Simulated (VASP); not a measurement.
Write the native input for VASP 6.6.1 that does the following.

```yaml
Task: dielectric tensor
Functional: PBE
Potentials_or_basis: VASP PAW PBE potentials, release 64 (Na_pv, Cl)
Cutoff: 520 eV
k_mesh: 6 × 6 × 6
Occupations: gaussian, width 0.01 eV
Spin: no spin polarisation
Dipole_correction: no
Further_INCAR_settings: ALGO = Normal; EDIFF = 1e-08
```

The structure of NaCl lies in POSCAR:

```
NaCl
1.0
    0.0000000000      2.8026988303      2.8026988303
    2.8026988303      0.0000000000      2.8026988303
    2.8026988303      2.8026988303      0.0000000000
Na Cl
1 1
Direct
    0.0000000000      0.0000000000      0.0000000000
    0.5000000000      0.5000000000      0.5000000000
```

These files were run (other wordings do the same):

INCAR

```
PREC = Accurate ; ENCUT = 520
EDIFF = 1E-8 ; ISMEAR = 0
SIGMA = 0.01 ; LREAL = F
LASPH = T ; NELM = 60
ALGO = Normal ; ISIF = 2
LWAVE = F ; LCHARG = F
GGA = PE ; LEPSILON = T
```

KPOINTS

```
Automatic mesh
0
Gamma
  6 6 6
```

Potentials or basis: VASP PAW PBE potentials, release 64 (Na_pv, Cl).

Launch:

```console
$ cat potpaw_PBE.64/Na_pv/POTCAR potpaw_PBE.64/Cl/POTCAR > POTCAR
$ mpirun -np 1 vasp_std > vasp.out
```

It gave:

| Property | Result |
| --- | --- |
| Band gap on the k mesh | 5.18 eV |
| Electronic dielectric tensor (diagonal) | 2.52 |
| Born charges (mean of the diagonal) | Na +1.09; Cl -1.09 e |

Run time: 2.5 min on 1 thread of AMD EPYC 7R13, on a shared host, peak memory 0.16 GiB.
